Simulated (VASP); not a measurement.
# Zn (P6_3/mmc) in VASP: a series of runs

Runs on Zn. Level: PBEsol. Tasks: single point.

Everything below comes from runs of VASP 6.6.1. Logs are shortened: lines on timing, memory, paths and dates and some standing lists are left out, and cuts for length are marked.

## (1) The cell of the first run

Symmetry: P6_3/mmc, No. 194, hexagonal system. Conventional cell: a = 2.513 Å, b = 2.513 Å, c = 4.190 Å, α = 90.00°, β = 90.00°, γ = 120.00°. Within 3.3 Å of Zn (site symmetry -6m2) lie 12 Zn at 2.51 to 2.55 Å.

## (2) Single point, PBEsol

INCAR reads:

```
SYSTEM = Zn
ALGO = Normal
EDIFF = 1E-7
ENCUT = 520
GGA = PS
ISIF = 2
ISMEAR = -1
LASPH = .True.
LCHARG = .False.
LREAL = .False.
LWAVE = .False.
NBANDS = 19
NELM = 60
PREC = Accurate
SIGMA = 0.05
```

KPOINTS reads:

```
k-points
0
Gamma
  11 11 6
  0 0 0
```

POSCAR reads:

```
Zn
1.0
    2.5134176885      0.0000000000      0.0000000000
   -1.2567088443      2.1766835686      0.0000000000
    0.0000000000      0.0000000000      4.1895779948
Zn
2
Direct
    0.6666666667      0.3333333333      0.7500000000
    0.3333333333      0.6666666667      0.2500000000
```

Potentials or basis: VASP PAW PBE potentials, release 64 (Zn).

Started as:

```bash
cat potpaw_PBE.64/Zn/POTCAR > POTCAR
mpirun -np 1 vasp_std > vasp.out
```

OUTCAR:

```text
SYSTEM = Zn
   EDIFF = 1E-7
   ENCUT = 520
   GGA = PS
   ISIF = 2
   ISMEAR = -1
   LASPH = .True.
   LREAL = .False.
   NELM = 60
   PREC = Accurate

 ion  position               nearest neighbor table
   1  0.667  0.333  0.750-   2 2.55   2 2.55   2 2.55   2 2.55   2 2.55   2 2.55
   2  0.333  0.667  0.250-   1 2.55   1 2.55   1 2.55   1 2.55   1 2.55   1 2.55

  LATTYP: Found a hexagonal cell.
 ALAT       =     2.5134176885
 C/A-ratio  =     1.6668849010

  Lattice vectors:

 A1 = (   2.5134176885,   0.0000000000,   0.0000000000)
 A2 = (  -1.2567088443,   2.1766835686,   0.0000000000)
 A3 = (   0.0000000000,   0.0000000000,   4.1895779948)

Analysis of symmetry for initial positions (statically):
=====================================================================
 Subroutine PRICEL returns:
 Original cell was already a primitive cell.

 Routine SETGRP: Setting up the symmetry group for a
 hexagonal supercell.

 Subroutine GETGRP returns: Found 24 space group operations
 (whereof 12 operations were pure point group operations)
 out of a pool of 24 trial point group operations.

The static configuration has the point symmetry D_3d.
 The point group associated with its full space group is D_6h.

Analysis of symmetry for dynamics (positions and initial velocities):
=====================================================================
 Subroutine PRICEL returns:
 Original cell was already a primitive cell.

 Routine SETGRP: Setting up the symmetry group for a
 hexagonal supercell.

 Subroutine GETGRP returns: Found 24 space group operations
 (whereof 12 operations were pure point group operations)
 out of a pool of 24 trial point group operations.

The dynamic configuration has the point symmetry D_3d.
 The point group associated with its full space group is D_6h.

 Subroutine INISYM returns: Found 24 space group operations
 (whereof 12 operations are pure point group operations),
 and found     1 'primitive' translations

----------------------------------------------------------------------------------------

                                     Primitive cell

  volume of cell :      22.9208

  direct lattice vectors                    reciprocal lattice vectors
     2.513417689  0.000000000  0.000000000     0.397864631  0.229707252  0.000000000
    -1.256708844  2.176683569  0.000000000     0.000000000  0.459414503  0.000000000
     0.000000000  0.000000000  4.189577995     0.000000000  0.000000000  0.238687524

  length of vectors
     2.513417689  2.513417689  4.189577995     0.459414503  0.459414503  0.238687524

  position of ions in fractional coordinates (direct lattice)
     0.666666667  0.333333333  0.750000000
     0.333333333  0.666666667  0.250000000

  ion indices of the primitive-cell ions
   primitive index   ion index
                 1           1
                 2           2

----------------------------------------------------------------------------------------

 KPOINTS: k-points

Automatic generation of k-mesh.
 Grid dimensions read from file:
 generate k-points for:   11   11    6

 Generating k-lattice:

  Cartesian coordinates                     Fractional coordinates (reciprocal lattice)
     0.036169512  0.020882477  0.000000000     0.090909091  0.000000000  0.000000000
     0.000000000  0.041764955  0.000000000     0.000000000  0.090909091  0.000000000
     0.000000000  0.000000000  0.039781254     0.000000000  0.000000000  0.166666667

  Length of vectors
     0.041764955  0.041764955  0.039781254

  Shift w.r.t. Gamma in fractional coordinates (k-lattice)
     0.000000000  0.000000000  0.000000000

 Subroutine IBZKPT returns following result:
 ===========================================

 Found     64 irreducible k-points:

 Following reciprocal coordinates:
            Coordinates               Weight
  0.000000  0.000000  0.000000      1.000000
  0.090909 -0.000000  0.000000      6.000000
  0.181818  0.000000  0.000000      6.000000
  0.272727  0.000000  0.000000      6.000000
  0.363636 -0.000000  0.000000      6.000000
  0.454545 -0.000000  0.000000      6.000000
[... 16 lines left out ...]
  0.090909  0.090909  0.166667     12.000000
  0.181818  0.090909  0.166667     24.000000
 [... further k-points ...]
   k-points           NKPTS =     64   k-points in BZ     NKDIM =     64   number of bands    NBANDS=     19
   number of dos      NEDOS =    301   number of ions     NIONS =      2
   total plane-waves  NPLWV =  12800
   dimension x,y,z NGX =    20 NGY =   20 NGZ =   32
   dimension x,y,z NGXF=    40 NGYF=   40 NGZF=   64
   ions per type =               2
   NGX,Y,Z   is equivalent  to a cutoff of  13.23, 13.23, 12.70 a.u.
   NGXF,Y,Z  is equivalent  to a cutoff of  26.46, 26.46, 25.40 a.u.
 SYSTEM =  Zn
   PREC   = accura    normal or accurate (medium, high low for compatibility)
   ISTART =      0    job   : 0-new  1-cont  2-samecut
   ICHARG =      2    charge: 1-file 2-atom 10-const
   ISPIN  =      1    spin polarized calculation?
   LNONCOLLINEAR =      F non collinear calculations
   LSORBIT =      F    spin-orbit coupling
   LASPH  =      T    aspherical Exc in radial PAW
   ENCUT  =  520.0 eV  38.22 Ry    6.18 a.u.   4.67  4.67  7.79*2*pi/ulx,y,z
   NELM   =     60;   NELMIN=  2; NELMDL= -5     # of ELM steps
   EDIFF  = 0.1E-06   stopping-criterion for ELM
   LREAL  =      F    real-space projection
   EDIFFG = 0.1E-05   stopping-criterion for IOM
   NSW    =      0    number of steps for IOM
   IBRION =     -1    ionic relax: 0-MD 1-quasi-New 2-CG
   NFREE  =      0    steps in history (QN), initial steepest desc. (CG)
   ISIF   =      2    stress and relaxation
   ISYM   =      2    0-nonsym 1-usesym 2-fastsym
   POTIM  = 0.5000    time-step for ionic-motion
   TEBEG  =    0.0;   TEEND  =   0.0 temperature during run
   PSTRESS=    0.0 pullay stress
   NELECT =      24.0000    total number of electrons
   NUPDOWN=      -1.0000    fix difference up-down
   EMIN   =  10.00;   EMAX   =-10.00  energy-range for DOS
   EFERMI =   0.00;   METHOD = LEGACY
   ISMEAR =    -1;   SIGMA  =   0.05  broadening in eV -4-tet -1-fermi 0-gaus
   EFERMI_NEDOS =   21; number of points for ismear=-14 and -15
   IALGO  =     38    algorithm
   IMIX   =      4    mixing-type and parameters
     AMIX     =   0.40;   BMIX     =  1.00
     AMIX_MAG =   1.60;   BMIX_MAG =  1.00
  volume/ion in A,a.u.               =      11.46        77.34
  Fermi-wavevector in a.u.,A,eV,Ry     =   1.662399  3.141478 37.600640  2.763569
  Thomas-Fermi vector in A             =   2.749296
   LORBIT       =      0    0 simple, 1 ext, 2 COOP (PROOUT), +10 PAW based schemes
   GGA     = PS    functional components
   LHFCALC =     F    Hartree Fock is set to
   AEXX    =    0.0000 exact exchange contribution
   IVDW    =     0    specifies the selected vdW correction
   LEPSILON=     F    determine dielectric tensor
   LRPA    =     F    only Hartree local field effects (RPA)
 non-spin polarized calculation
  energy-cutoff  :      520.00
  volume of cell :       22.92
 maximum number of plane-waves:       640
 NGX is ok and might be reduce to    20
   NGX =  9   NGY =  9   NGZ = 15

 number of electron      24.0000003 magnetization

 Free energy of the ion-electron system (eV)
  ---------------------------------------------------
  ext. energy  EPLUGINS =         0.00000000
  ---------------------------------------------------
  free energy    TOTEN  =        -2.77750911 eV

  energy without entropy =       -2.77558557  energy(sigma->0) =       -2.77654734

 E-fermi :   5.7460     XC(G=0): -13.2894

 val. band max:        5.6897199769   @ k =   0.2727   0.0909   0.0000
 cond. band min:       5.8519343489   @ k =   0.4545   0.0909   0.5000
 fundamental gap:      0.1622143720
 Fermi energy:         5.7459982718

 k-point     1 :       0.0000    0.0000    0.0000
  band No.  band energies     occupation
      1      -7.6787      2.00000
      2      -4.6901      2.00000
      3      -3.3950      2.00000
      4      -3.2807      2.00000
      5      -3.2807      2.00000
      6      -3.1395      2.00000
[... 11 lines left out ...]
     18      25.9751      0.00000
     19      26.2522      0.00000

 k-point     2 :       0.0909   -0.0000    0.0000
  band No.  band energies     occupation
      1      -7.4053      2.00000
      2      -4.5700      2.00000
      3      -3.4476      2.00000
      4      -3.2381      2.00000
      5      -3.2005      2.00000
      6      -3.1664      2.00000
[... 11 lines left out ...]
     18      27.9604      0.00000
     19      28.2430      0.00000

 k-point     3 :       0.1818    0.0000    0.0000
  band No.  band energies     occupation
      1      -6.6165      2.00000
      2      -4.3019      2.00000
      3      -3.5495      2.00000
      4      -3.2867      2.00000
      5      -3.2765      2.00000
      6      -3.0340      2.00000
[... 11 lines left out ...]
     18      24.4519      0.00000
     19      27.5400      0.00000

 k-point     4 :       0.2727    0.0000    0.0000
  band No.  band energies     occupation
      1      -5.4807      2.00000
      2      -4.1928      2.00000
      3      -3.7222      2.00000
      4      -3.4800      2.00000
      5      -3.2940      2.00000
      6      -3.1301      2.00000
[... 11 lines left out ...]
     18      22.0384      0.00000
     19      26.4304      0.00000

 k-point     5 :       0.3636   -0.0000    0.0000
  band No.  band energies     occupation
      1      -4.6262      2.00000
      2      -4.3011      2.00000
      3      -4.0367      2.00000
      4      -3.2312      2.00000
      5      -3.1742      2.00000
      6      -3.1192      2.00000
[... 11 lines left out ...]
     18      21.2993      0.00000
     19      24.9670      0.00000
[... 334 lines left out ...]
      2      -4.2786      2.00000
      3      -3.9190      2.00000
      4      -3.5628      2.00000
      5      -3.1763      2.00000
      6      -3.1161      2.00000
[... 11 lines left out ...]
     18      21.4211      0.00000
     19      23.2774      0.00000

 k-point    22 :       0.4545   -0.0000    0.1667
  band No.  band energies     occupation
      1      -4.5452      2.00000
      2      -4.4007      2.00000
      3      -3.9749      2.00000
      4      -3.5674      2.00000
      5      -3.2258      2.00000
      6      -3.0017      2.00000
[... 11 lines left out ...]
     18      21.0986      0.00000
     19      22.5998      0.00000

 k-point    23 :       0.0909    0.0909    0.1667
  band No.  band energies     occupation
      1      -6.6382      2.00000
      2      -4.3513      2.00000
      3      -3.5261      2.00000
      4      -3.3437      2.00000
      5      -3.2952      2.00000
      6      -3.1206      2.00000
[... 11 lines left out ...]
     18      24.0431      0.00000
     19      25.8240      0.00000

 k-point    24 :       0.1818    0.0909    0.1667
  band No.  band energies     occupation
      1      -5.6876      2.00000
      2      -4.0853      2.00000
      3      -3.6631      2.00000
      4      -3.5815      2.00000
      5      -3.3541      2.00000
      6      -3.1429      2.00000
[... 11 lines left out ...]
     18      23.5911      0.00000
     19      24.8703      0.00000

 [... further k-points ...]
[... 5 lines left out ...]
  --------------------------------------------------------------------------------------
  -------------------------------------------------------------------------------------
  Total        4.4373498      4.4373498      4.4226051     -0.0000000     -0.0000000     -0.0000000
  in kB      310.1730082    310.1730082    309.1423455     -0.0000000     -0.0000000     -0.0000000
  external PRESSURE =     309.8294540 kB  Pullay stress =       0.0000000 kB

 VOLUME and BASIS-vectors are now :
 -----------------------------------------------------------------------------
  energy-cutoff  :      520.00
  volume of cell :       22.92
      direct lattice vectors                 reciprocal lattice vectors
     2.513417689  0.000000000  0.000000000     0.397864631  0.229707252  0.000000000
    -1.256708844  2.176683569  0.000000000     0.000000000  0.459414503  0.000000000
     0.000000000  0.000000000  4.189577995     0.000000000  0.000000000  0.238687524

 POSITION                                       TOTAL-FORCE (eV/Angst)
 -----------------------------------------------------------------------------------
      1.25671      0.72556      3.14218         0.000000     -0.000000      0.000000
     -0.00000      1.45112      1.04739        -0.000000      0.000000      0.000000
 -----------------------------------------------------------------------------------
    total drift:                                0.000000     -0.000000      0.000000

  FREE ENERGIE OF THE ION-ELECTRON SYSTEM (eV)
  ---------------------------------------------------
  free  energy   TOTEN  =        -2.7775091063 eV

  energy  without entropy=       -2.7755855656  energy(sigma->0) =       -2.77654734
```

Wall time 20 s (1 thread of AMD EPYC 7R43 (Zen 3), shared host); peak memory 0.11 GiB.

What came out:

```yaml
Free_energy: -2.7775 eV
Pressure: 31.0 GPa
Band_gap_on_the_k_mesh: zero (band 12 reaches 6.84 eV, above the bottom of band 13 at 4.08 eV)
```

Levels at points of the mesh, in eV from the Fermi level:
| k point | band 10 | band 11 | band 12 | band 13 | band 14 | band 15 |
| --- | --- | --- | --- | --- | --- | --- |
| (0.00, 0.00, 0.00) | -8.06 | -8.06 | -4.97 | -1.67 | 18.39 | 18.39 |
| (0.00, 0.00, 0.50) | -8.24 | -8.24 | -8.24 | 7.80 | 7.80 | 20.09 |

Caveat: the PAW data sets were made with another functional, which shifts forces and pressure a little.

## (3) Single point, PBEsol

This run uses another cell than the first one, of 12.03 Å³/atom, 1.050 times its volume.

INCAR reads:

```
ALGO = Normal
EDIFF = 1E-6
ENCUT = 520
GGA = PS
ISIF = 2
ISMEAR = -1
LASPH = True
LCHARG = False
LREAL = False
LWAVE = False
NBANDS = 19
NELM = 100
PREC = Accurate
SIGMA = 0.05
```

KPOINTS reads:

```
k-points
0
Gamma
  11 11 6
```

POSCAR reads:

```
Zn
1.0
    2.5575063515      0.0000000000      0.0000000000
   -1.2787531757      2.2148654707      0.0000000000
    0.0000000000      0.0000000000      4.2489788235
Zn
2
Direct
    0.6666666667      0.3333333333      0.7500000000
    0.3333333333      0.6666666667      0.2500000000
```

Potentials or basis: VASP PAW PBE potentials, release 64 (Zn).

Started as:

```bash
cat potpaw_PBE.64/Zn/POTCAR > POTCAR
mpirun -np 1 vasp_std > vasp.out
```

Run time: 23 s. Hardware: 1 thread of AMD EPYC 7R43 (Zen 3), shared host; peak memory 0.11 GiB.

Results (log left out):

- Free energy: -2.9614 eV
- Pressure: 20.8 GPa
- Band gap on the k mesh: zero (band 12 reaches 6.37 eV, above the bottom of band 13 at 3.57 eV)

Stress tensor (GPa, compression positive):
```
20.88  0.00  0.00
 0.00 20.88  0.00
 0.00  0.00 20.78
```

Levels at points of the mesh, in eV from the Fermi level:
```tsv
k point	band 9	band 10	band 11	band 12	band 13	band 14	band 15	band 16
(0.00, 0.00, 0.00)	-8.40	-7.88	-7.88	-4.62	-1.67	17.69	17.69	18.93
(0.00, 0.00, 0.50)	-8.05	-8.05	-8.05	-8.05	7.66	7.66	19.59	19.59
```

Caveat: the PAW data sets were made with another functional, which shifts forces and pressure a little.
